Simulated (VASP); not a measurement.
The system is SiSnO4.

```
CELL_PARAMETERS angstrom
3.12512 -3.21086 0.00000
3.12512 3.21086 0.00000
0.00000 0.00000 2.94460
ATOMIC_POSITIONS crystal
Si 0.50000 0.50000 0.50000
Sn 0.00000 0.00000 0.00000
O 0.21948 0.21948 0.50000
O 0.78052 0.78052 0.50000
O 0.67758 0.32242 0.00000
O 0.32242 0.67758 0.00000
```

Base run:

```yaml
Program: VASP 6.6.1
Functional: PBE
Potentials_or_basis: VASP PAW PBE potentials, release 64 (Si, Sn_d, O)
Cutoff: 520 eV
k_mesh: 6 × 6 × 8
Occupations: fermi-dirac, width 0.02 eV
Spin: no spin polarisation
```

Its results: band gap on the k mesh 2.27 eV; pressure 9.1 GPa; largest force 0.180 eV/Å.

Q: The run is repeated on the same cell with these changes: functional from PBE to r2SCAN; further incar settings from ALGO = Normal; EDIFF = 1e-06; NBANDS = 30 to ALGO = Normal; EDIFF = 1e-07; NBANDS = 30. What comes out?

A: Band gap on the k mesh 3.05 eV; pressure 1.0 GPa; largest force 0.088 eV/Å.

Caveats: spin-orbit coupling is left out, which moves the levels of the heavy elements; the cell stands under pressure (at least some runs); the PAW data sets were made with another functional, which shifts forces and pressure a little (at least some runs).

